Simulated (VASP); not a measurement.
Input of a VASP 6.6.1 run:

POSCAR

```
Si
1.0
    3.9399058008      0.0000000000      0.0000000000
   -1.9699529004      3.4120585120      0.0000000000
    0.0000000000      0.0000000000      5.9989115413
Si
4
Direct
    0.3333333333      0.6666666667      0.0630908785
    0.6666666667      0.3333333333      0.5630908785
    0.3333333333      0.6666666667      0.4369091215
    0.6666666667      0.3333333333      0.9369091215
```

Contents of INCAR.step1:

```
SYSTEM = Si
ALGO     = Normal         ! electronic algorithm
EDIFF    = 1E-4           ! SCF threshold, eV
ENCUT    = 520            ! plane-wave cutoff, eV
GGA      = PE             ! functional
ISMEAR   = 0              ! smearing method
LASPH    = .True.         ! aspherical terms in the spheres
LCHARG   = .False.        ! write CHGCAR
LREAL    = .False.        ! projectors in reciprocal space
LWAVE    = .True.         ! write WAVECAR
NBANDS   = 16             ! bands
NELM     = 80             ! most SCF steps
PREC     = Accurate       ! precision mode
SIGMA    = 0.05           ! smearing width, eV
```

File INCAR.step2:

```
SYSTEM = Si
ALGO     = Normal         ! electronic algorithm
EDIFF    = 1E-6           ! SCF threshold, eV
ENCUT    = 520            ! plane-wave cutoff, eV
ISIF     = 2              ! what is computed and relaxed
ISMEAR   = 0              ! smearing method
ISTART   = 1            
LASPH    = .True.         ! aspherical terms in the spheres
LCHARG   = .False.        ! write CHGCAR
LMIXTAU  = .True.       
LREAL    = .False.        ! projectors in reciprocal space
LWAVE    = .False.        ! write WAVECAR
METAGGA  = R2SCAN         ! meta-GGA
NBANDS   = 16             ! bands
NELM     = 80             ! most SCF steps
PREC     = Accurate       ! precision mode
SIGMA    = 0.05           ! smearing width, eV
```

File KPOINTS:

```
k-points
0
Gamma
  12 12 6
  0 0 0
```

Potentials or basis: VASP PAW PBE potentials, release 64 (Si).

Run with:

```sh
$ cat potpaw_PBE.64/Si/POTCAR > POTCAR
$ cp INCAR.step1 INCAR
$ mpirun -np 1 vasp_std > vasp.out
$ cp INCAR.step2 INCAR
$ mpirun -np 1 vasp_std > vasp.out
```

Task: Predict the largest force.

Result: 1.123 eV/Å.

Task: What does it give for the band gap on the k mesh?

Result: 0.18 eV, indirect (least direct gap 0.37 eV).

Task: What does it give for the pressure?

Result: 0.9 GPa.

Stress tensor (GPa, compression positive):
```
-6.42  0.00  0.00
 0.00 -6.42  0.00
 0.00  0.00 15.53
```

Caveat: the PAW data sets were made with another functional, which shifts forces and pressure a little. A k mesh can miss the band edges.
